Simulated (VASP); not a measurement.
# Ge (Fd-3m) in VASP: notebook

Ge is run at these levels: PBE; tasks: vibrations by perturbation theory, elastic constants.

Program: VASP 6.6.1. These are calculated values, not measurements. Logs are shortened: lines on timing, memory, paths and dates and some standing lists are left out, and cuts for length are marked.

### Step 1. The cell of the first run

The structure is cubic, space group Fd-3m (No. 227). The conventional cell has a = 5.764 Å, b = 5.764 Å, c = 5.764 Å, α = 90.00°, β = 90.00°, γ = 90.00°. Within 3.3 Å of Ge (site symmetry -43m) lie 4 Ge at 2.50 Å.

### Step 2. Vibrations by perturbation theory, PBE

File INCAR:

```
ALGO = Normal ; EDIFF = 1E-8
ENCUT = 520 ; GGA = PE
IBRION = 8 ; ISIF = 2
ISMEAR = -1 ; LASPH = True
LCHARG = True ; LREAL = False
LWAVE = False ; NELM = 80
NSW = 1 ; PREC = Accurate
SIGMA = 0.15
```

File KPOINTS:

```
k-points
0
Gamma
  14 14 14
```

File POSCAR:

```
Ge
1.0
    0.0000000000      2.8818279818      2.8818279818
    2.8818279818      0.0000000000      2.8818279818
    2.8818279818      2.8818279818      0.0000000000
Ge
2
Direct
    0.0000000000      0.0000000000      0.0000000000
    0.2500000000      0.2500000000      0.2500000000
```

Potentials or basis: VASP PAW PBE potentials, release 64 (Ge_d).

The run is started by

```
$ cat potpaw_PBE.64/Ge_d/POTCAR > POTCAR
$ mpirun -np 1 vasp_std > vasp.out
```

OUTCAR:

```text
EDIFF = 1E-8
   ENCUT = 520
   GGA = PE
   IBRION = 8
   ISIF = 2
   ISMEAR = -1
   LASPH = True
   LREAL = False
   NELM = 80
   NSW = 1
   PREC = Accurate

 ion  position               nearest neighbor table
   1  0.000  0.000  0.000-   2 2.50   2 2.50   2 2.50   2 2.50
   2  0.250  0.250  0.250-   1 2.50   1 2.50   1 2.50   1 2.50

  LATTYP: Found a face centered cubic cell.
 ALAT       =     5.7636559636

  Lattice vectors:

 A1 = (   0.0000000000,   2.8818279818,   2.8818279818)
 A2 = (   2.8818279818,   0.0000000000,   2.8818279818)
 A3 = (   2.8818279818,   2.8818279818,   0.0000000000)

Analysis of symmetry for initial positions (statically):
=====================================================================
 Subroutine PRICEL returns:
 Original cell was already a primitive cell.

 Routine SETGRP: Setting up the symmetry group for a
 face centered cubic supercell.

 Subroutine GETGRP returns: Found 48 space group operations
 (whereof 24 operations were pure point group operations)
 out of a pool of 48 trial point group operations.

The static configuration has the point symmetry T_d .
 The point group associated with its full space group is O_h .

Analysis of symmetry for dynamics (positions and initial velocities):
=====================================================================
 Subroutine PRICEL returns:
 Original cell was already a primitive cell.

 Routine SETGRP: Setting up the symmetry group for a
 face centered cubic supercell.

 Subroutine GETGRP returns: Found 48 space group operations
 (whereof 24 operations were pure point group operations)
 out of a pool of 48 trial point group operations.

The dynamic configuration has the point symmetry T_d .
 The point group associated with its full space group is O_h .

 Subroutine INISYM returns: Found 48 space group operations
 (whereof 24 operations are pure point group operations),
 and found     1 'primitive' translations

----------------------------------------------------------------------------------------

                                     Primitive cell

  volume of cell :      47.8668

  direct lattice vectors                    reciprocal lattice vectors
     0.000000000  2.881827982  2.881827982    -0.173500987  0.173500987  0.173500987
     2.881827982  0.000000000  2.881827982     0.173500987 -0.173500987  0.173500987
     2.881827982  2.881827982  0.000000000     0.173500987  0.173500987 -0.173500987

  length of vectors
     4.075520216  4.075520216  4.075520216     0.300512525  0.300512525  0.300512525

  position of ions in fractional coordinates (direct lattice)
     0.000000000  0.000000000  0.000000000
     0.250000000  0.250000000  0.250000000

  ion indices of the primitive-cell ions
   primitive index   ion index
                 1           1
                 2           2

----------------------------------------------------------------------------------------

 KPOINTS: k-points

Automatic generation of k-mesh.
 Grid dimensions read from file:
 generate k-points for:   14   14   14

 Generating k-lattice:

  Cartesian coordinates                     Fractional coordinates (reciprocal lattice)
    -0.012392928  0.012392928  0.012392928     0.071428571  0.000000000  0.000000000
     0.012392928 -0.012392928  0.012392928     0.000000000  0.071428571  0.000000000
     0.012392928  0.012392928 -0.012392928     0.000000000  0.000000000  0.071428571

  Length of vectors
     0.021465180  0.021465180  0.021465180

  Shift w.r.t. Gamma in fractional coordinates (k-lattice)
[... 61 lines left out ...]
   TEBEG  =    0.0;   TEEND  =   0.0 temperature during run
   PSTRESS=    0.0 pullay stress
   NELECT =      28.0000    total number of electrons
   NUPDOWN=      -1.0000    fix difference up-down
   EMIN   =  10.00;   EMAX   =-10.00  energy-range for DOS
   EFERMI =   0.00;   METHOD = LEGACY
   ISMEAR =    -1;   SIGMA  =   0.15  broadening in eV -4-tet -1-fermi 0-gaus
   EFERMI_NEDOS =   21; number of points for ismear=-14 and -15
   IALGO  =     38    algorithm
   IMIX   =      4    mixing-type and parameters
     AMIX     =   0.40;   BMIX     =  1.00
     AMIX_MAG =   1.60;   BMIX_MAG =  1.00
  volume/ion in A,a.u.               =      23.93       161.51
  Fermi-wavevector in a.u.,A,eV,Ry     =   1.369145  2.587309 25.504912  1.874558
  Thomas-Fermi vector in A             =   2.495046
   LORBIT       =      0    0 simple, 1 ext, 2 COOP (PROOUT), +10 PAW based schemes
   GGA     = PE    functional components
   LHFCALC =     F    Hartree Fock is set to
   AEXX    =    0.0000 exact exchange contribution
   IVDW    =     0    specifies the selected vdW correction
   LEPSILON=     F    determine dielectric tensor
   LRPA    =     F    only Hartree local field effects (RPA)
 non-spin polarized calculation
  energy-cutoff  :      520.00
  volume of cell :       47.87
 maximum number of plane-waves:      1308
   NGX = 15   NGY = 15   NGZ = 15

--------------------------------------- Ionic step        1  -------------------------------------------

 number of electron      27.9999978 magnetization

 Free energy of the ion-electron system (eV)
  ---------------------------------------------------
  ext. energy  EPLUGINS =         0.00000000
  ---------------------------------------------------
  free energy    TOTEN  =        -9.04008115 eV

  energy without entropy =       -9.03173113  energy(sigma->0) =       -9.03590614

 E-fermi :   4.5196     XC(G=0):  -9.6654

 val. band max:        4.4846796138   @ k =   0.5000   0.0000   0.0000
 cond. band min:       4.5260866944   @ k =   0.4286   0.0000   0.0000
 fundamental gap:      0.0414070806
 Fermi energy:         4.5195550263

 k-point     1 :       0.0000    0.0000    0.0000
  band No.  band energies     occupation
      1     -20.2808      2.00000
      2     -20.2808      2.00000
      3     -20.2808      2.00000
      4     -20.2487      2.00000
      5     -20.2487      2.00000
      6     -20.0663      2.00000
[... 481 lines left out ...]
      5     -20.2043      2.00000
      6     -20.1222      2.00000
[... 10 lines left out ...]
     17       9.2152      0.00000
     18       9.3200      0.00000

 [... further k-points ...]
[... 5 lines left out ...]
  --------------------------------------------------------------------------------------
  -------------------------------------------------------------------------------------
  Total       -0.0135169     -0.0135169     -0.0135169      0.0000000      0.0000000     -0.0000000
  in kB       -0.4524310     -0.4524310     -0.4524310      0.0000000      0.0000000     -0.0000000
  external PRESSURE =      -0.4524310 kB  Pullay stress =       0.0000000 kB

 VOLUME and BASIS-vectors are now :
 -----------------------------------------------------------------------------
  energy-cutoff  :      520.00
  volume of cell :       47.87
      direct lattice vectors                 reciprocal lattice vectors
     0.000000000  2.881827982  2.881827982    -0.173500987  0.173500987  0.173500987
     2.881827982  0.000000000  2.881827982     0.173500987 -0.173500987  0.173500987
     2.881827982  2.881827982  0.000000000     0.173500987  0.173500987 -0.173500987

 POSITION                                       TOTAL-FORCE (eV/Angst)
 -----------------------------------------------------------------------------------
      0.00000      0.00000      0.00000         0.000000      0.000000      0.000000
      1.44091      1.44091      1.44091        -0.000000     -0.000000     -0.000000
 -----------------------------------------------------------------------------------
    total drift:                                0.000000     -0.000000      0.000000

  FREE ENERGIE OF THE ION-ELECTRON SYSTEM (eV)
  ---------------------------------------------------
  free  energy   TOTEN  =        -9.0400811501 eV

  energy  without entropy=       -9.0317311301  energy(sigma->0) =       -9.03590614

[... ionic steps 2 to 3 ...]

--------------------------------------- Ionic step        4  -------------------------------------------

 Free energy of the ion-electron system (eV)
  ---------------------------------------------------
  ---------------------------------------------------
  free energy    TOTEN  =        -0.19368773 eV

  energy without entropy =       -0.19368773

------------------------ aborting loop because EDIFF is reached ----------------------------------------

 INTERNAL STRAIN TENSOR  FOR ION    1  DIRECTION 1   (eV/Angst):
 -----------------------------------------------------------------------------
    -0.00537  0.00000  0.00000
     0.00000  0.00351  7.09917
     0.00000  7.09917  0.00351

 INTERNAL STRAIN TENSOR FOR ION    2 for displacements in x,y,z  (eV/Angst):
          X           Y           Z          XY          YZ          ZX
  --------------------------------------------------------------------------------
  x     0.00000     0.00000     0.00000     0.00000    -7.09917     0.00000
  y     0.00000    -0.00000     0.00000     0.00000     0.00000    -7.09917
  z     0.00000     0.00000     0.00000    -7.09917     0.00000     0.00000

 SECOND DERIVATIVES (NOT SYMMETRIZED)
 ------------------------------------
               1X          1Y          1Z          2X          2Y          2Z
  1X    -9.841260    0.000000    0.000000    9.841260    0.000000    0.000000
  1Y     0.000000   -9.841260    0.000000    0.000000    9.841260    0.000000
  1Z     0.000000    0.000000   -9.841260    0.000000    0.000000    9.841260
  2X     9.841260    0.000000    0.000000   -9.841260    0.000000    0.000000
  2Y     0.000000    9.841260    0.000000    0.000000   -9.841260    0.000000
  2Z     0.000000    0.000000    9.841260    0.000000    0.000000   -9.841260

 Eigenvectors and eigenvalues of the dynamical matrix
 ----------------------------------------------------

   1 f  =    8.139409 THz    51.141414 2PiTHz  271.501455 cm-1    33.661875 meV
             X         Y         Z           dx          dy          dz
      0.000000  0.000000  0.000000     0.000000   -0.707107    0.000000
      1.440914  1.440914  1.440914     0.000000    0.707107    0.000000
[... 21 lines left out ...]
   6 f  =    0.000000 THz     0.000000 2PiTHz    0.000000 cm-1     0.000000 meV
             X         Y         Z           dx          dy          dz
      0.000000  0.000000  0.000000     0.000000    0.000000    0.707107
      1.440914  1.440914  1.440914     0.000000    0.000000    0.707107

--------------------------------------------------------------------------------------------------------

 ELASTIC MODULI CONTR FROM IONIC RELAXATION (kBar)
 Direction    XX          YY          ZZ          XY          YZ          ZX
 --------------------------------------------------------------------------------
 XX          -0.0000     -0.0000      0.0000     -0.0000      0.0000     -0.0000
 YY          -0.0000     -0.0000     -0.0000      0.0000      0.0000     -0.0000
 ZZ           0.0000     -0.0000     -0.0000      0.0000     -0.0000     -0.0000
 XY          -0.0000      0.0000      0.0000   -171.4117      0.0000      0.0000
 YZ           0.0000      0.0000     -0.0000      0.0000   -171.4117      0.0000
 ZX          -0.0000     -0.0000     -0.0000      0.0000      0.0000   -171.4117
 --------------------------------------------------------------------------------
```

Run time: 4.2 min. Hardware: 1 thread of Intel Xeon 6975P-C (Granite Rapids), shared host; peak memory 0.73 GiB.

What came out:

```yaml
Highest_phonon_frequency_at_Γ: 272 cm⁻¹
```

Phonon frequencies in cm⁻¹ (negative: imaginary):
| q point | frequencies |
| --- | --- |
| (0.000, 0.000, 0.000) | 0 0 0 272 272 272 |

### Step 3. Elastic constants, PBE

File INCAR:

```
SYSTEM = Ge
  PREC = Accurate
  ENCUT = 600
  EDIFF = 1E-8
  ISMEAR = -1
  SIGMA = 0.15
  LREAL = .False.
  LASPH = .True.
  NELM = 80
  ALGO = Normal
  ISIF = 3
  LWAVE = .False.
  LCHARG = .False.
  GGA = PE
  NBANDS = 21
  IBRION = 6
  NFREE = 2
  POTIM = 0.015
  NSW = 1
```

File KPOINTS:

```
Automatic mesh
0
Gamma
  14 14 14
  0 0 0
```

POSCAR is that of step 2.

Potentials or basis: VASP PAW PBE potentials, release 64 (Ge_d).

The run is started by

```
$ cat potpaw_PBE.64/Ge_d/POTCAR > POTCAR
$ mpirun -np 1 vasp_std > vasp.out
```

It took 46 min on 1 thread of Intel Xeon 6975P-C (Granite Rapids), shared host; peak memory 1.2 GiB.

The run converged. Its results:

- Elastic constants C11, C12, C44: 101, 36, 52 GPa
- Voigt bulk modulus: 58 GPa
- Highest phonon frequency at Γ: 271 cm⁻¹

Phonon frequencies in cm⁻¹ (negative: imaginary):
| q point | frequencies |
| --- | --- |
| (0.000, 0.000, 0.000) | 0 0 0 271 271 271 |

Elastic tensor in Voigt notation (GPa, in the Cartesian axes of the cell as first typed):
```
101  36  36   0   0   0
 36 101  36   0   0   0
 36  36 101   0   0   0
  0   0   0  52   0   0
  0   0   0   0  52   0
  0   0   0   0   0  52
```

Clamped-ion elastic tensor (GPa):
```
101  36  36   0   0   0
 36 101  36   0   0   0
 36  36 101   0   0   0
  0   0   0  71   0   0
  0   0   0   0  71   0
  0   0   0   0   0  71
```
